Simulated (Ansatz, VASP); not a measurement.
## Two plane-wave programs on Pb

The input INCAR:

```
SYSTEM = Pb
ALGO     = Fast           ! electronic algorithm
EDIFF    = 1E-6           ! SCF threshold, eV
ENCUT    = 520            ! plane-wave cutoff, eV
GGA      = PS             ! functional
ISIF     = 2              ! what is computed and relaxed
ISMEAR   = 0              ! smearing method
LASPH    = .True.         ! aspherical terms in the spheres
LCHARG   = .False.        ! write CHGCAR
LREAL    = .False.        ! projectors in reciprocal space
LWAVE    = .False.        ! write WAVECAR
NBANDS   = 13             ! bands
NELM     = 80             ! most SCF steps
PREC     = Accurate       ! precision mode
SIGMA    = 0.15           ! smearing width, eV
```

File KPOINTS:

```
k-points
0
Gamma
  16 16 16
  0 0 0
```

POSCAR

```
Pb
1.0
    0.0000000000      2.6673840000      2.4698000000
    2.6673840000      0.0000000000      2.4698000000
    2.6673840000      2.6673840000      0.0000000000
Pb
1
Direct
    0.0000000000      0.0000000000      0.0000000000
```

Input for Ansatz:

```yaml
crystal:
  lattice:
    - [0.0, 2.667384, 2.4698]
    - [2.667384, 0.0, 2.4698]
    - [2.667384, 2.667384, 0.0]
  atoms:
    - { symbol: Pb, position: [0.0, 0.0, 0.0] }
basis:
  ecutwfc: 420
kpoints:
  mp_grid: { grid: [16, 16, 16] }
hamiltonian:
  xc: pbesol
scf:
  occupations: { method: gaussian, width: 0.15 }
output:
  forces: true
  stress: true
  eigenvalues: true
```

Change from the starting cell: strain +0.080 along x and y, +0.000 along z, atoms carried along.

Alike in both runs: task single point; functional PBEsol; k mesh 16 × 16 × 16; occupations gaussian, width 0.15 eV; no spin polarisation.

```csv
,VASP,Ansatz
version,VASP 6.6.1,Ansatz 0.2.0
potentials or method,"VASP PAW PBE potentials, release 64 (Pb_d), cutoff 520 eV","scalar-relativistic, plane waves, PAW"
valence electrons in the cell,14,14
```

```tsv
	VASP	Ansatz	Ansatz less VASP
gap on the k mesh at the Fermi level (eV)	none	none	-
pressure (GPa)	-5.1	-5.1	+0.05
traceless stress, the component that is largest in VASP (GPa)	0.44	0.44	0.000
```

VASP's potentials were made for PBE, not for PBEsol. A gap of «none» marks a metal or a gap that the smearing closes. With one functional, cell and mesh, what is left measures potentials, basis and numerics.

Spin-orbit coupling is off throughout.
